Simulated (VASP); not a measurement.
# HgTe (F-43m) in VASP: notebook

The runs below take HgTe through electric field gradients, with LDA.

All numbers are computed with VASP 6.6.1; they aren't measurements. Logs are shortened: lines on timing, memory, paths and dates and some standing lists are left out, and cuts for length are marked.

### 1 The cell of the first run

It takes space group F-43m (No. 216, cubic). The conventional cell has a = 6.532 Å, b = 6.532 Å, c = 6.532 Å, α = 90.00°, β = 90.00°, γ = 90.00°. Hg (site symmetry -43m) has 4 Te at 2.83 Å within 3.7 Å. Te (site symmetry -43m) has 4 Hg at 2.83 Å within 3.7 Å.

### 2 Electric field gradients, LDA (volume scaled by 1.04)

The input, INCAR:

```
SYSTEM = HgTe
PREC = Accurate
ENCUT = 520
EDIFF = 1E-8
ISMEAR = -1
SIGMA = 0.03
LREAL = .False.
LASPH = .True.
NELM = 100
ALGO = Normal
ISIF = 2
LWAVE = .False.
LCHARG = .False.
GGA = CA
LEFG = .True.
NBANDS = 16
```

The input, KPOINTS:

```
Automatic mesh
0
Gamma
  11 11 11
  0 0 0
```

The input, POSCAR:

```
HgTe
1.0
    0.0000000000      3.2659193382      3.2659193382
    3.2659193382      0.0000000000      3.2659193382
    3.2659193382      3.2659193382      0.0000000000
Hg Te
1 1
Direct
    0.0000000000      0.0000000000      0.0000000000
    0.7500000000      0.7500000000      0.7500000000
```

Potentials or basis: VASP PAW LDA potentials, release 64 (Hg, Te).

Launch:

```sh
cat potpaw_LDA.64/Hg/POTCAR potpaw_LDA.64/Te/POTCAR > POTCAR
mpirun -np 1 vasp_std > vasp.out
```

OUTCAR:

```text
SYSTEM = HgTe
   PREC = Accurate
   ENCUT = 520
   EDIFF = 1E-8
   ISMEAR = -1
   LREAL = .False.
   LASPH = .True.
   NELM = 100
   ISIF = 2
   GGA = CA

 ion  position               nearest neighbor table
   1  0.000  0.000  0.000-   2 2.83   2 2.83   2 2.83   2 2.83
   2  0.750  0.750  0.750-   1 2.83   1 2.83   1 2.83   1 2.83

  LATTYP: Found a face centered cubic cell.
 ALAT       =     6.5318386764

  Lattice vectors:

 A1 = (   0.0000000000,   3.2659193382,   3.2659193382)
 A2 = (   3.2659193382,   0.0000000000,   3.2659193382)
 A3 = (   3.2659193382,   3.2659193382,   0.0000000000)

Analysis of symmetry for initial positions (statically):
=====================================================================
 Subroutine PRICEL returns:
 Original cell was already a primitive cell.

 Routine SETGRP: Setting up the symmetry group for a
 face centered cubic supercell.

 Subroutine GETGRP returns: Found 24 space group operations
 (whereof 24 operations were pure point group operations)
 out of a pool of 48 trial point group operations.

The static configuration has the point symmetry T_d .

Analysis of symmetry for dynamics (positions and initial velocities):
=====================================================================
 Subroutine PRICEL returns:
 Original cell was already a primitive cell.

 Routine SETGRP: Setting up the symmetry group for a
 face centered cubic supercell.

 Subroutine GETGRP returns: Found 24 space group operations
 (whereof 24 operations were pure point group operations)
 out of a pool of 48 trial point group operations.

The dynamic configuration has the point symmetry T_d .

 Subroutine INISYM returns: Found 24 space group operations
 (whereof 24 operations are pure point group operations),
 and found     1 'primitive' translations

----------------------------------------------------------------------------------------

                                     Primitive cell

  volume of cell :      69.6701

  direct lattice vectors                    reciprocal lattice vectors
     0.000000000  3.265919338  3.265919338    -0.153096249  0.153096249  0.153096249
     3.265919338  0.000000000  3.265919338     0.153096249 -0.153096249  0.153096249
     3.265919338  3.265919338  0.000000000     0.153096249  0.153096249 -0.153096249

  length of vectors
     4.618707422  4.618707422  4.618707422     0.265170482  0.265170482  0.265170482

[... 114 lines left out ...]
 maximum number of plane-waves:      1893
   NGX = 17   NGY = 17   NGZ = 17

 number of electron      18.0000002 magnetization

 Free energy of the ion-electron system (eV)
  ---------------------------------------------------
  ext. energy  EPLUGINS =         0.00000000
  ---------------------------------------------------
  free energy    TOTEN  =        -5.02466470 eV

  energy without entropy =       -5.02451792  energy(sigma->0) =       -5.02459131

 E-fermi :   2.6060     XC(G=0):  -8.9635

 val. band max:        2.5705123865   @ k =   0.0000   0.0000   0.0000
 cond. band min:       2.9694954528   @ k =   0.0909   0.0000   0.0000
 fundamental gap:      0.3989830663
 Fermi energy:         2.6059804671

 k-point     1 :       0.0000    0.0000    0.0000
  band No.  band energies     occupation
      1      -9.2503      2.00000
      2      -4.6239      2.00000
      3      -4.6239      2.00000
      4      -4.6239      2.00000
      5      -4.1282      2.00000
      6      -4.1282      2.00000
[... 433 lines left out ...]
      3      -4.5188      2.00000
      4      -4.4193      2.00000
      5      -4.1491      2.00000
      6      -4.1037      2.00000
[... 8 lines left out ...]
     15      11.5292      0.00000
     16      11.7837      0.00000

 [... further k-points ...]
[... 5 lines left out ...]
  --------------------------------------------------------------------------------------
  -------------------------------------------------------------------------------------
  Total       -0.7310737     -0.7310737     -0.7310737      0.0000000     -0.0000000      0.0000000
  in kB      -16.8122333    -16.8122333    -16.8122333      0.0000000     -0.0000000      0.0000000
  external PRESSURE =     -16.8122333 kB  Pullay stress =       0.0000000 kB

 VOLUME and BASIS-vectors are now :
 -----------------------------------------------------------------------------
  energy-cutoff  :      520.00
  volume of cell :       69.67
      direct lattice vectors                 reciprocal lattice vectors
     0.000000000  3.265919338  3.265919338    -0.153096249  0.153096249  0.153096249
     3.265919338  0.000000000  3.265919338     0.153096249 -0.153096249  0.153096249
     3.265919338  3.265919338  0.000000000     0.153096249  0.153096249 -0.153096249

 POSITION                                       TOTAL-FORCE (eV/Angst)
 -----------------------------------------------------------------------------------
      0.00000      0.00000      0.00000         0.000000      0.000000     -0.000000
      4.89888      4.89888      4.89888        -0.000000     -0.000000      0.000000
 -----------------------------------------------------------------------------------
    total drift:                                0.000000      0.000000      0.000000

  FREE ENERGIE OF THE ION-ELECTRON SYSTEM (eV)
  ---------------------------------------------------
  free  energy   TOTEN  =        -5.0246647024 eV

  energy  without entropy=       -5.0245179212  energy(sigma->0) =       -5.02459131

 Electric field gradients (V/A^2)
---------------------------------------------------------------------
 ion       V_xx      V_yy      V_zz      V_xy      V_xz      V_yz
---------------------------------------------------------------------
   1      -0.000     0.000     0.000     0.000     0.000     0.000
   2       0.000    -0.000     0.000    -0.000    -0.000    -0.000
---------------------------------------------------------------------

 Electric field gradients after diagonalization (V/A^2)
 (convention: |V_zz| > |V_xx| > |V_yy|)
----------------------------------------------------------------------
 ion       V_xx      V_yy      V_zz     asymmetry (V_yy - V_xx)/ V_zz
----------------------------------------------------------------------
   1      -0.000    -0.000     0.000       0.000
   2       0.000     0.000    -0.000       0.000
----------------------------------------------------------------------

           NMR quadrupolar parameters

 Cq : quadrupolar parameter    Cq=e*Q*V_zz/h
 eta: asymmetry parameters     (V_yy - V_xx)/ V_zz
 Q  : nuclear electric quadrupole moment in mb (millibarn)
----------------------------------------------------------------------
 ion       Cq(MHz)       eta       Q (mb)
----------------------------------------------------------------------
   1       0.000       0.000       1.000
   2      -0.000       0.000       1.000
----------------------------------------------------------------------
```

stdout:

```text
POSCAR found type information on POSCAR HgTe
 POSCAR found :  2 types and       2 ions
 scaLAPACK will be used
 LDA part: xc-table for (Slater(with rela. corr.)+CA(PZ))
 , standard interpolation
 POSCAR, INCAR and KPOINTS ok, starting setup
 FFT: planning ... GRIDC
 FFT: planning ... GRID_SOFT
 FFT: planning ... GRID
 WAVECAR not read
 entering main loop
ion   1

ion   2
```

It took 28 s on 1 thread of Intel Xeon 6975P-C (Granite Rapids), shared host; peak memory 0.21 GiB.

Results:

| Property | Result |
| --- | --- |
| Free energy | -5.0247 eV |
| Pressure | -1.7 GPa |
| Band gap on the k mesh | zero (filled and empty bands touch) |

Caveat: without QUAD_EFG the Cq values of the log hold for a quadrupole moment of 1 mb, not for the nuclei; spin-orbit coupling is left out, which moves the levels of the heavy elements.

### 3 Electric field gradients, LDA (volume scaled by 1.04)

The input, INCAR:

```
PREC     = Accurate       # precision mode
ENCUT    = 520            # plane-wave cutoff, eV
EDIFF    = 1E-8           # SCF threshold, eV
ISMEAR   = -1             # smearing method
SIGMA    = 0.03           # smearing width, eV
LREAL    = False          # projectors in reciprocal space
LASPH    = True           # aspherical terms in the spheres
NELM     = 100            # most SCF steps
ALGO     = Normal         # electronic algorithm
ISIF     = 2              # what is computed and relaxed
LWAVE    = False          # write WAVECAR
LCHARG   = False          # write CHGCAR
GGA      = CA             # functional
LEFG     = True         
NBANDS   = 16             # bands
```

The input, KPOINTS:

```
Automatic mesh
0
Gamma
  11 11 11
```

POSCAR is that of step 2.

Potentials or basis: VASP PAW LDA potentials, release 64 (Hg, Te).

Launch:

```sh
cat potpaw_LDA.64/Hg/POTCAR potpaw_LDA.64/Te/POTCAR > POTCAR
mpirun -np 1 vasp_std > vasp.out
```

OUTCAR:

```text
PREC = Accurate
   ENCUT = 520
   EDIFF = 1E-8
   ISMEAR = -1
   LREAL = False
   LASPH = True
   NELM = 100
   ISIF = 2
   GGA = CA

 ion  position               nearest neighbor table
   1  0.000  0.000  0.000-   2 2.83   2 2.83   2 2.83   2 2.83
   2  0.750  0.750  0.750-   1 2.83   1 2.83   1 2.83   1 2.83

  LATTYP: Found a face centered cubic cell.
 ALAT       =     6.5318386764

  Lattice vectors:

 A1 = (   0.0000000000,   3.2659193382,   3.2659193382)
 A2 = (   3.2659193382,   0.0000000000,   3.2659193382)
 A3 = (   3.2659193382,   3.2659193382,   0.0000000000)

Analysis of symmetry for initial positions (statically):
=====================================================================
 Subroutine PRICEL returns:
 Original cell was already a primitive cell.

 Routine SETGRP: Setting up the symmetry group for a
 face centered cubic supercell.

 Subroutine GETGRP returns: Found 24 space group operations
 (whereof 24 operations were pure point group operations)
 out of a pool of 48 trial point group operations.

The static configuration has the point symmetry T_d .

Analysis of symmetry for dynamics (positions and initial velocities):
=====================================================================
 Subroutine PRICEL returns:
 Original cell was already a primitive cell.

 Routine SETGRP: Setting up the symmetry group for a
 face centered cubic supercell.

 Subroutine GETGRP returns: Found 24 space group operations
 (whereof 24 operations were pure point group operations)
 out of a pool of 48 trial point group operations.

The dynamic configuration has the point symmetry T_d .

 Subroutine INISYM returns: Found 24 space group operations
 (whereof 24 operations are pure point group operations),
 and found     1 'primitive' translations

----------------------------------------------------------------------------------------

                                     Primitive cell

  volume of cell :      69.6701

  direct lattice vectors                    reciprocal lattice vectors
     0.000000000  3.265919338  3.265919338    -0.153096249  0.153096249  0.153096249
     3.265919338  0.000000000  3.265919338     0.153096249 -0.153096249  0.153096249
     3.265919338  3.265919338  0.000000000     0.153096249  0.153096249 -0.153096249

  length of vectors
     4.618707422  4.618707422  4.618707422     0.265170482  0.265170482  0.265170482

  position of ions in fractional coordinates (direct lattice)
     0.000000000  0.000000000  0.000000000
     0.750000000  0.750000000  0.750000000

  ion indices of the primitive-cell ions
   primitive index   ion index
                 1           1
                 2           2

----------------------------------------------------------------------------------------

 KPOINTS: Automatic mesh

Automatic generation of k-mesh.
 Grid dimensions read from file:
 generate k-points for:   11   11   11

 Generating k-lattice:

[... 63 lines left out ...]
   EDIFFG = 0.1E-06   stopping-criterion for IOM
   NSW    =      0    number of steps for IOM
   IBRION =     -1    ionic relax: 0-MD 1-quasi-New 2-CG
   NFREE  =      0    steps in history (QN), initial steepest desc. (CG)
   ISIF   =      2    stress and relaxation
   ISYM   =      2    0-nonsym 1-usesym 2-fastsym
   POTIM  = 0.5000    time-step for ionic-motion
   TEBEG  =    0.0;   TEEND  =   0.0 temperature during run
   PSTRESS=    0.0 pullay stress
   NELECT =      18.0000    total number of electrons
   NUPDOWN=      -1.0000    fix difference up-down
   EMIN   =  10.00;   EMAX   =-10.00  energy-range for DOS
   EFERMI =   0.00;   METHOD = LEGACY
   ISMEAR =    -1;   SIGMA  =   0.03  broadening in eV -4-tet -1-fermi 0-gaus
   EFERMI_NEDOS =   21; number of points for ismear=-14 and -15
   IALGO  =     38    algorithm
   IMIX   =      4    mixing-type and parameters
     AMIX     =   0.40;   BMIX     =  1.00
     AMIX_MAG =   1.60;   BMIX_MAG =  1.00
  volume/ion in A,a.u.               =      34.84       235.08
  Fermi-wavevector in a.u.,A,eV,Ry     =   1.042678  1.970376 14.791947  1.087177
  Thomas-Fermi vector in A             =   2.177354
   LORBIT       =      0    0 simple, 1 ext, 2 COOP (PROOUT), +10 PAW based schemes
   GGA     = CA    functional components
   LHFCALC =     F    Hartree Fock is set to
   AEXX    =    0.0000 exact exchange contribution
   IVDW    =     0    specifies the selected vdW correction
   LEPSILON=     F    determine dielectric tensor
   LRPA    =     F    only Hartree local field effects (RPA)
 non-spin polarized calculation
  energy-cutoff  :      520.00
  volume of cell :       69.67
 maximum number of plane-waves:      1893
   NGX = 17   NGY = 17   NGZ = 17

 number of electron      18.0000002 magnetization

 Free energy of the ion-electron system (eV)
  ---------------------------------------------------
  ext. energy  EPLUGINS =         0.00000000
  ---------------------------------------------------
  free energy    TOTEN  =        -5.02466470 eV

  energy without entropy =       -5.02451792  energy(sigma->0) =       -5.02459131

 E-fermi :   2.6060     XC(G=0):  -8.9635

 val. band max:        2.5705123865   @ k =   0.0000   0.0000   0.0000
 cond. band min:       2.9694954528   @ k =   0.0909   0.0000   0.0000
 fundamental gap:      0.3989830663
 Fermi energy:         2.6059804671

 k-point     1 :       0.0000    0.0000    0.0000
  band No.  band energies     occupation
      1      -9.2503      2.00000
      2      -4.6239      2.00000
      3      -4.6239      2.00000
      4      -4.6239      2.00000
      5      -4.1282      2.00000
      6      -4.1282      2.00000
[... 433 lines left out ...]
      3      -4.5188      2.00000
      4      -4.4193      2.00000
      5      -4.1491      2.00000
      6      -4.1037      2.00000
[... 8 lines left out ...]
     15      11.5292      0.00000
     16      11.7837      0.00000

 [... further k-points ...]
[... 5 lines left out ...]
  --------------------------------------------------------------------------------------
  -------------------------------------------------------------------------------------
  Total       -0.7310737     -0.7310737     -0.7310737      0.0000000     -0.0000000      0.0000000
  in kB      -16.8122333    -16.8122333    -16.8122333      0.0000000     -0.0000000      0.0000000
  external PRESSURE =     -16.8122333 kB  Pullay stress =       0.0000000 kB

 VOLUME and BASIS-vectors are now :
 -----------------------------------------------------------------------------
  energy-cutoff  :      520.00
  volume of cell :       69.67
      direct lattice vectors                 reciprocal lattice vectors
     0.000000000  3.265919338  3.265919338    -0.153096249  0.153096249  0.153096249
     3.265919338  0.000000000  3.265919338     0.153096249 -0.153096249  0.153096249
     3.265919338  3.265919338  0.000000000     0.153096249  0.153096249 -0.153096249

 POSITION                                       TOTAL-FORCE (eV/Angst)
 -----------------------------------------------------------------------------------
      0.00000      0.00000      0.00000         0.000000      0.000000     -0.000000
      4.89888      4.89888      4.89888        -0.000000     -0.000000      0.000000
 -----------------------------------------------------------------------------------
    total drift:                                0.000000      0.000000      0.000000

  FREE ENERGIE OF THE ION-ELECTRON SYSTEM (eV)
  ---------------------------------------------------
  free  energy   TOTEN  =        -5.0246647024 eV

  energy  without entropy=       -5.0245179212  energy(sigma->0) =       -5.02459131

 Electric field gradients (V/A^2)
---------------------------------------------------------------------
 ion       V_xx      V_yy      V_zz      V_xy      V_xz      V_yz
---------------------------------------------------------------------
   1      -0.000     0.000     0.000     0.000     0.000     0.000
   2       0.000    -0.000     0.000    -0.000    -0.000    -0.000
---------------------------------------------------------------------

 Electric field gradients after diagonalization (V/A^2)
 (convention: |V_zz| > |V_xx| > |V_yy|)
----------------------------------------------------------------------
 ion       V_xx      V_yy      V_zz     asymmetry (V_yy - V_xx)/ V_zz
----------------------------------------------------------------------
   1      -0.000    -0.000     0.000       0.000
   2       0.000     0.000    -0.000       0.000
----------------------------------------------------------------------

           NMR quadrupolar parameters

 Cq : quadrupolar parameter    Cq=e*Q*V_zz/h
 eta: asymmetry parameters     (V_yy - V_xx)/ V_zz
 Q  : nuclear electric quadrupole moment in mb (millibarn)
----------------------------------------------------------------------
 ion       Cq(MHz)       eta       Q (mb)
----------------------------------------------------------------------
   1       0.000       0.000       1.000
   2      -0.000       0.000       1.000
----------------------------------------------------------------------
```

It took 27 s on 1 thread of Intel Xeon 6975P-C (Granite Rapids), shared host; peak memory 0.21 GiB.

Results:

```
Free energy            : -5.0247 eV
Pressure               : -1.7 GPa
Band gap on the k mesh : zero (filled and empty bands touch)
```

Caveat: without QUAD_EFG the Cq values of the log hold for a quadrupole moment of 1 mb, not for the nuclei; spin-orbit coupling is left out, which moves the levels of the heavy elements.

[end of part 1 of 2]
